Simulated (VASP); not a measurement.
A run of VASP 6.6.1:

INCAR

```
SYSTEM = MgO
PREC = Accurate
ENCUT = 520
EDIFF = 1E-6
ISMEAR = -1
SIGMA = 0.01
LREAL = .False.
LASPH = .True.
NELM = 60
ALGO = Normal
ISIF = 2
LWAVE = .False.
LCHARG = .False.
GGA = PE
NBANDS = 11
```

KPOINTS

```
regular mesh
0
Gamma
  10 10 10
  0 0 0
```

The input POSCAR:

```
MgO
1.0
    0.0000000000      2.1351500000      2.1351500000
    2.1351500000      0.0000000000      2.1351500000
    2.1351500000      2.1351500000      0.0000000000
Mg O
1 1
Direct
    0.0000000000      0.0000000000      0.0000000000
    0.5000000000      0.5000000000      0.5000000000
```

Potentials or basis: VASP PAW PBE potentials, release 64 (Mg, O).

Launch:

```console
$ cat potpaw_PBE.64/Mg/POTCAR potpaw_PBE.64/O/POTCAR > POTCAR
$ mpirun -np 1 vasp_std > vasp.out
```

Hardware: 1 thread of Intel Xeon 6975P-C (shared host).

Task: How long does it take, and how much memory?

Result: Run time: 11 s on 1 thread of Intel Xeon 6975P-C, on a shared host, peak memory 0.14 GiB. Counts: scf iterations 12, k points 47.
